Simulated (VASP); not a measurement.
Write the native input for VASP 6.6.1 that does the following.

| Quantity | Value |
| --- | --- |
| Task | single point |
| Functional | PBE |
| Potentials or basis | VASP PAW PBE potentials, release 64 (In_d, Ga_d, As) |
| Cutoff | 520 eV |
| k mesh | 4 × 4 × 2 |
| Occupations | gaussian, width 0.1 eV |
| Spin | no spin polarisation |
| Dipole correction | no |
| Further INCAR settings | ALGO = Normal; EDIFF = 1e-07; NBANDS = 46 |

The structure of InGa3As4 lies in POSCAR:

```
InGa3As4
1.0
    4.1592787267      0.0000000000      0.0000000000
    0.0000000000      4.1592787267      0.0000000000
    0.0000000000      0.0000000000     11.6415730272
In Ga As
1 3 4
Direct
    0.5000000000      0.5000000000      0.0000000000
    0.0000000000      0.0000000000      0.7413112175
    0.0000000000      0.0000000000      0.2586887825
    0.5000000000      0.5000000000      0.5000000000
    0.5000000000      0.0000000000      0.1397172996
    0.0000000000      0.5000000000      0.3794634914
    0.5000000000      0.0000000000      0.6205365086
    0.0000000000      0.5000000000      0.8602827004
```

One way to write it, as run:

INCAR

```
SYSTEM = InGa3As4
ALGO     = Normal         ! electronic algorithm
EDIFF    = 1E-7           ! SCF threshold, eV
ENCUT    = 520            ! plane-wave cutoff, eV
GGA      = PE             ! functional
ISIF     = 2              ! what is computed and relaxed
ISMEAR   = 0              ! smearing method
LASPH    = .True.         ! aspherical terms in the spheres
LCHARG   = .False.        ! write CHGCAR
LREAL    = .False.        ! projectors in reciprocal space
LWAVE    = .False.        ! write WAVECAR
NBANDS   = 46             ! bands
NELM     = 100            ! most SCF steps
PREC     = Accurate       ! precision mode
SIGMA    = 0.1            ! smearing width, eV
```

KPOINTS

```
k-points
0
Gamma
  4 4 2
  0 0 0
```

Potentials or basis: VASP PAW PBE potentials, release 64 (In_d, Ga_d, As).

The run is started by

```bash
$ cat potpaw_PBE.64/In_d/POTCAR potpaw_PBE.64/Ga_d/POTCAR potpaw_PBE.64/As/POTCAR > POTCAR
$ mpirun -np 1 vasp_std > vasp.out
```

It gave:

- Pressure: 0.3 GPa
- Largest force: 0.034 eV/Å
- Band gap on the k mesh: zero (filled and empty bands touch)

Caveat: the k points lie up to 0.38 Å⁻¹ apart; spin-orbit coupling is left out, which moves the levels of the heavy elements.

Run time: 120 s on 1 thread of Intel(R) Xeon(R) Platinum 8375C CPU @ 2.90GHz (Ice Lake), with other jobs on the host, peak memory 0.35 GiB.
